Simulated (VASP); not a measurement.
# HfBi3 (I4/mmm) in VASP: single point with RPBE

Aim: the single point of HfBi3 with RPBE.

Program: VASP 6.6.1. These are calculated values, not measurements. Logs are shortened: lines on timing, memory, paths and dates and some standing lists are left out, and cuts for length are marked.

### 1 The cell of the first run

The structure is tetragonal, space group I4/mmm (No. 139). Conventional cell: a = 4.631 Å, b = 4.631 Å, c = 10.530 Å, α = 90.00°, β = 90.00°, γ = 90.00°. Bi (site symmetry 4/mmm) has 4 Hf at 3.27 Å and 8 Bi at 3.51 Å within 4.3 Å. Bi (site symmetry -4m2) has 8 Bi at 3.27 to 3.51 Å and 4 Hf at 3.51 Å within 4.3 Å. Hf (site symmetry 4/mmm) has 12 Bi at 3.27 to 3.51 Å within 4.3 Å.

### 2 Single point, RPBE

INCAR reads:

```
SYSTEM = HfBi3
PREC = Accurate ; ENCUT = 520
EDIFF = 1E-7 ; ISMEAR = 0
SIGMA = 0.05 ; LREAL = .False.
LASPH = .True. ; NELM = 80
ALGO = Fast ; ISIF = 2
LWAVE = .False. ; LCHARG = .False.
GGA = RP ; NBANDS = 36
```

KPOINTS reads:

```
Automatic mesh
0
Gamma
  8 8 8
  0 0 0
```

POSCAR reads:

```
HfBi3
1.0
   -2.3154630000      2.3154630000      5.2652240000
    2.3154630000     -2.3154630000      5.2652240000
    2.3154630000      2.3154630000     -5.2652240000
Bi Hf
3 1
Direct
    0.5000000000      0.5000000000      0.0000000000
    0.2500000000      0.7500000000      0.5000000000
    0.7500000000      0.2500000000      0.5000000000
    0.0000000000      0.0000000000      0.0000000000
```

Potentials or basis: VASP PAW PBE potentials, release 64 (Bi_d, Hf_pv).

On the command line:

```
$ cat potpaw_PBE.64/Bi_d/POTCAR potpaw_PBE.64/Hf_pv/POTCAR > POTCAR
$ mpirun -np 1 vasp_std > vasp.out
```

OUTCAR:

```text
SYSTEM = HfBi3
   PREC = Accurate
   ENCUT = 520
   EDIFF = 1E-7
   ISMEAR = 0
   LREAL = .False.
   LASPH = .True.
   NELM = 80
   ISIF = 2
   GGA = RP

 ion  position               nearest neighbor table
   1  0.500  0.500  0.000-   4 3.27   4 3.27   4 3.27   4 3.27   3 3.51   2 3.51   3 3.51   2 3.51
                             2 3.51   2 3.51   3 3.51   3 3.51
   2  0.250  0.750  0.500-   3 3.27   3 3.27   3 3.27   3 3.27   4 3.51   1 3.51   4 3.51   1 3.51
                             4 3.51   4 3.51   1 3.51   1 3.51
   3  0.750  0.250  0.500-   2 3.27   2 3.27   2 3.27   2 3.27   4 3.51   1 3.51   4 3.51   1 3.51
                             1 3.51   1 3.51   4 3.51   4 3.51
   4  0.000  0.000  0.000-   1 3.27   1 3.27   1 3.27   1 3.27   3 3.51   2 3.51   3 3.51   2 3.51
                             3 3.51   3 3.51   2 3.51   2 3.51

  LATTYP: Found a body centered tetragonal cell.
 ALAT       =     4.6309260000
 C/A-ratio  =     2.2739400284

  Lattice vectors:

 A1 = (  -2.3154630000,   2.3154630000,   5.2652240000)
 A2 = (   2.3154630000,  -2.3154630000,   5.2652240000)
 A3 = (   2.3154630000,   2.3154630000,  -5.2652240000)

Analysis of symmetry for initial positions (statically):
=====================================================================
 Subroutine PRICEL returns:
 Original cell was already a primitive cell.

 Routine SETGRP: Setting up the symmetry group for a
 body centered tetragonal supercell.

 Subroutine GETGRP returns: Found 16 space group operations
 (whereof 16 operations were pure point group operations)
 out of a pool of 16 trial point group operations.

The static configuration has the point symmetry D_4h.

Analysis of symmetry for dynamics (positions and initial velocities):
=====================================================================
 Subroutine PRICEL returns:
 Original cell was already a primitive cell.

 Routine SETGRP: Setting up the symmetry group for a
 body centered tetragonal supercell.

 Subroutine GETGRP returns: Found 16 space group operations
 (whereof 16 operations were pure point group operations)
 out of a pool of 16 trial point group operations.

The dynamic configuration has the point symmetry D_4h.

 Subroutine INISYM returns: Found 16 space group operations
 (whereof 16 operations are pure point group operations),
 and found     1 'primitive' translations

----------------------------------------------------------------------------------------

                                     Primitive cell

  volume of cell :     112.9152

  direct lattice vectors                    reciprocal lattice vectors
    -2.315463000  2.315463000  5.265224000     0.000000000  0.215939533  0.094962721
     2.315463000 -2.315463000  5.265224000     0.215939533  0.000000000  0.094962721
     2.315463000  2.315463000 -5.265224000     0.215939533  0.215939533  0.000000000

  length of vectors
     6.200429145  6.200429145  6.200429145     0.235897860  0.235897860  0.305384617

  position of ions in fractional coordinates (direct lattice)
     0.500000000  0.500000000  0.000000000
     0.250000000  0.750000000  0.500000000
     0.750000000  0.250000000  0.500000000
     0.000000000  0.000000000  0.000000000

  ion indices of the primitive-cell ions
   primitive index   ion index
                 1           1
                 2           2
                 3           3
                 4           4

----------------------------------------------------------------------------------------

 KPOINTS: Automatic mesh

Automatic generation of k-mesh.
 Grid dimensions read from file:
 generate k-points for:    8    8    8

 Generating k-lattice:

  Cartesian coordinates                     Fractional coordinates (reciprocal lattice)
     0.000000000  0.026992442  0.011870340     0.125000000  0.000000000  0.000000000
     0.026992442  0.000000000  0.011870340     0.000000000  0.125000000  0.000000000
     0.026992442  0.026992442  0.000000000     0.000000000  0.000000000  0.125000000

  Length of vectors
     0.029487233  0.029487233  0.038173077

  Shift w.r.t. Gamma in fractional coordinates (k-lattice)
     0.000000000  0.000000000  0.000000000

 Subroutine IBZKPT returns following result:
 ===========================================

 Found     59 irreducible k-points:

 Following reciprocal coordinates:
            Coordinates               Weight
  0.000000  0.000000  0.000000      1.000000
  0.125000  0.000000 -0.000000      8.000000
  0.250000  0.000000 -0.000000      8.000000
  0.375000  0.000000 -0.000000      8.000000
  0.500000  0.000000 -0.000000      4.000000
  0.125000  0.125000 -0.000000      8.000000
[... 16 lines left out ...]
  0.250000  0.125000  0.125000     16.000000
  0.375000  0.125000  0.125000      8.000000
 [... further k-points ...]
   k-points           NKPTS =     59   k-points in BZ     NKDIM =     59   number of bands    NBANDS=     36
   number of dos      NEDOS =    301   number of ions     NIONS =      4
   total plane-waves  NPLWV = 110592
   dimension x,y,z NGX =    48 NGY =   48 NGZ =   48
   dimension x,y,z NGXF=    96 NGYF=   96 NGZF=   96
   ions per type =               3   1
   NGX,Y,Z   is equivalent  to a cutoff of  12.87, 12.87, 12.87 a.u.
   NGXF,Y,Z  is equivalent  to a cutoff of  25.74, 25.74, 25.74 a.u.
 SYSTEM =  HfBi3
   PREC   = accura    normal or accurate (medium, high low for compatibility)
   ISTART =      0    job   : 0-new  1-cont  2-samecut
   ICHARG =      2    charge: 1-file 2-atom 10-const
   ISPIN  =      1    spin polarized calculation?
   LNONCOLLINEAR =      F non collinear calculations
   LSORBIT =      F    spin-orbit coupling
   LASPH  =      T    aspherical Exc in radial PAW
   ENCUT  =  520.0 eV  38.22 Ry    6.18 a.u.  11.53 11.53 11.53*2*pi/ulx,y,z
   NELM   =     80;   NELMIN=  2; NELMDL= -5     # of ELM steps
   EDIFF  = 0.1E-06   stopping-criterion for ELM
   LREAL  =      F    real-space projection
   EDIFFG = 0.1E-05   stopping-criterion for IOM
   NSW    =      0    number of steps for IOM
   IBRION =     -1    ionic relax: 0-MD 1-quasi-New 2-CG
   NFREE  =      0    steps in history (QN), initial steepest desc. (CG)
   ISIF   =      2    stress and relaxation
   ISYM   =      2    0-nonsym 1-usesym 2-fastsym
   POTIM  = 0.5000    time-step for ionic-motion
   TEBEG  =    0.0;   TEEND  =   0.0 temperature during run
   PSTRESS=    0.0 pullay stress
   NELECT =      55.0000    total number of electrons
   NUPDOWN=      -1.0000    fix difference up-down
   EMIN   =  10.00;   EMAX   =-10.00  energy-range for DOS
   EFERMI =   0.00;   METHOD = LEGACY
   ISMEAR =     0;   SIGMA  =   0.05  broadening in eV -4-tet -1-fermi 0-gaus
   EFERMI_NEDOS =   21; number of points for ismear=-14 and -15
   IALGO  =     68    algorithm
   IMIX   =      4    mixing-type and parameters
     AMIX     =   0.40;   BMIX     =  1.00
     AMIX_MAG =   1.60;   BMIX_MAG =  1.00
  volume/ion in A,a.u.               =      28.23       190.50
  Fermi-wavevector in a.u.,A,eV,Ry     =   1.288086  2.434130 22.574320  1.659166
  Thomas-Fermi vector in A             =   2.420061
   LORBIT       =      0    0 simple, 1 ext, 2 COOP (PROOUT), +10 PAW based schemes
   GGA     = RP    functional components
   LHFCALC =     F    Hartree Fock is set to
   AEXX    =    0.0000 exact exchange contribution
   IVDW    =     0    specifies the selected vdW correction
   LEPSILON=     F    determine dielectric tensor
   LRPA    =     F    only Hartree local field effects (RPA)
 non-spin polarized calculation
 RMM-DIIS sequential band-by-band and
 Gauss-broadening in eV      SIGMA  =   0.05
  energy-cutoff  :      520.00
  volume of cell :      112.92
 maximum number of plane-waves:      3062
 NGX is ok and might be reduce to    48
   NGX = 23   NGY = 23   NGZ = 23

 number of electron      54.9999994 magnetization

 Free energy of the ion-electron system (eV)
  ---------------------------------------------------
  ext. energy  EPLUGINS =         0.00000000
  ---------------------------------------------------
  free energy    TOTEN  =       -19.17491672 eV

  energy without entropy =      -19.16975930  energy(sigma->0) =      -19.17233801

 E-fermi :   7.9897     XC(G=0): -10.5596

 val. band max:        7.9874280551   @ k =   0.3750   0.0000  -0.0000
 cond. band min:       7.9900430359   @ k =  -0.3750   0.3750   0.1250
 fundamental gap:      0.0026149808
 Fermi energy:         7.9896672409

 k-point     1 :       0.0000    0.0000    0.0000
  band No.  band energies     occupation
      1     -24.2011      2.00000
      2     -24.2011      2.00000
      3     -24.1255      2.00000
      4     -15.1934      2.00000
      5     -15.0685      2.00000
      6     -15.0371      2.00000
[... 28 lines left out ...]
     35      10.9599      0.00000
     36      11.7151      0.00000

 k-point     2 :       0.1250    0.0000   -0.0000
  band No.  band energies     occupation
      1     -24.2021      2.00000
      2     -24.2013      2.00000
      3     -24.1254      2.00000
      4     -15.1786      2.00000
      5     -15.0621      2.00000
      6     -15.0304      2.00000
[... 28 lines left out ...]
     35      10.8831      0.00000
     36      11.6191      0.00000

 k-point     3 :       0.2500    0.0000   -0.0000
  band No.  band energies     occupation
      1     -24.2045      2.00000
      2     -24.2015      2.00000
      3     -24.1254      2.00000
      4     -15.1360      2.00000
      5     -15.0437      2.00000
      6     -15.0126      2.00000
[... 28 lines left out ...]
     35      11.1685      0.00000
     36      11.5833      0.00000
[... 742 lines left out ...]
 k-point    23 :       0.2500    0.1250    0.1250
  band No.  band energies     occupation
      1     -24.2063      2.00000
      2     -24.2040      2.00000
      3     -24.1251      2.00000
      4     -15.0956      2.00000
      5     -15.0173      2.00000
      6     -15.0101      2.00000
[... 28 lines left out ...]
     35      11.6896      0.00000
     36      12.1103      0.00000

 k-point    24 :       0.3750    0.1250    0.1250
  band No.  band energies     occupation
      1     -24.2071      2.00000
      2     -24.2040      2.00000
      3     -24.1251      2.00000
      4     -15.0575      2.00000
      5     -15.0569      2.00000
      6     -15.0054      2.00000
[... 28 lines left out ...]
     35      11.7748      0.00000
     36      11.9373      0.00000

 [... further k-points ...]

------------------------ aborting loop because EDIFF is reached ----------------------------------------

  FORCE on cell =-STRESS in cart. coord.  units (eV):
  Direction    XX          YY          ZZ          XY          YZ          ZX
  --------------------------------------------------------------------------------------
  -------------------------------------------------------------------------------------
  Total        1.3073268      1.3073268      1.0275908      0.0000000     -0.0000000      0.0000000
  in kB       18.5499277     18.5499277     14.5806965      0.0000000     -0.0000000      0.0000000
  external PRESSURE =      17.2268506 kB  Pullay stress =       0.0000000 kB

 VOLUME and BASIS-vectors are now :
 -----------------------------------------------------------------------------
  energy-cutoff  :      520.00
  volume of cell :      112.92
      direct lattice vectors                 reciprocal lattice vectors
    -2.315463000  2.315463000  5.265224000     0.000000000  0.215939533  0.094962721
     2.315463000 -2.315463000  5.265224000     0.215939533  0.000000000  0.094962721
     2.315463000  2.315463000 -5.265224000     0.215939533  0.215939533  0.000000000

 POSITION                                       TOTAL-FORCE (eV/Angst)
 -----------------------------------------------------------------------------------
      0.00000      0.00000      5.26522        -0.000000      0.000000      0.000000
      2.31546     -0.00000      2.63261         0.000000     -0.000000     -0.000000
     -0.00000      2.31546      2.63261        -0.000000     -0.000000     -0.000000
      0.00000      0.00000      0.00000        -0.000000      0.000000      0.000000
 -----------------------------------------------------------------------------------
    total drift:                                0.000000     -0.000000      0.000000

  FREE ENERGIE OF THE ION-ELECTRON SYSTEM (eV)
  ---------------------------------------------------
  free  energy   TOTEN  =       -19.1749167246 eV

  energy  without entropy=      -19.1697592967  energy(sigma->0) =      -19.17233801
```

It took 7.1 min on 1 thread of Intel Xeon Platinum 8375C at 2.90GHz (Ice Lake), shared host; peak memory 0.45 GiB.

What came out:

* Free energy: -19.1749 eV
* Pressure: 1.7 GPa
* Band gap on the k mesh: zero (an odd number of electrons rules out a gap without spin polarisation)

Caveat: the PAW data sets were made with another functional, which shifts forces and pressure a little; spin-orbit coupling is left out, which moves the levels of the heavy elements.
